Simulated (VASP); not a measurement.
A run of VASP 6.6.1:

The input POSCAR:

```
BAs
1.0
    0.0000000000      2.3885000000      2.3885000000
    2.3885000000      0.0000000000      2.3885000000
    2.3885000000      2.3885000000      0.0000000000
As B
1 1
Direct
    0.7500000000      0.7500000000      0.7500000000
    0.0000000000      0.0000000000      0.0000000000
```

Contents of INCAR.step1:

```
SYSTEM = BAs
PREC = Accurate
ENCUT = 520
EDIFF = 1E-5
ISMEAR = -1
SIGMA = 0.05
LREAL = .False.
LASPH = .True.
NELM = 100
ALGO = Normal
ISIF = 2
LWAVE = .True.
LCHARG = .False.
GGA = PE
NBANDS = 11
```

INCAR.step2

```
SYSTEM = BAs
PREC = Accurate
ENCUT = 520
EDIFF = 1E-6
ISMEAR = -1
SIGMA = 0.05
LREAL = .False.
LASPH = .True.
NELM = 100
ALGO = Normal
ISIF = 2
LWAVE = .False.
LCHARG = .False.
GGA = PE
LHFCALC = .True.
HFSCREEN = 0.2079
PRECFOCK = Normal
ISTART = 1
NBANDS = 11
```

File KPOINTS:

```
regular mesh
0
Gamma
  8 8 8
  0 0 0
```

Potentials or basis: VASP PAW PBE potentials, release 64 (As, B).

Run with:

```bash
$ cat potpaw_PBE.64/As/POTCAR potpaw_PBE.64/B/POTCAR > POTCAR
$ cp INCAR.step1 INCAR
$ mpirun -np 1 vasp_std > vasp.out
$ cp INCAR.step2 INCAR
$ mpirun -np 1 vasp_std > vasp.out
```

Hardware: 1 thread of Intel(R) Xeon(R) Platinum 8259CL CPU @ 2.50GHz (Skylake/Cascade Lake) (shared host).

Problem. Estimate the wall time of this run.

Solution. It took 59 min on 1 thread of Intel(R) Xeon(R) Platinum 8259CL CPU @ 2.50GHz (Skylake/Cascade Lake), with other jobs on the host, peak memory 0.29 GiB. Counts: k points 29.
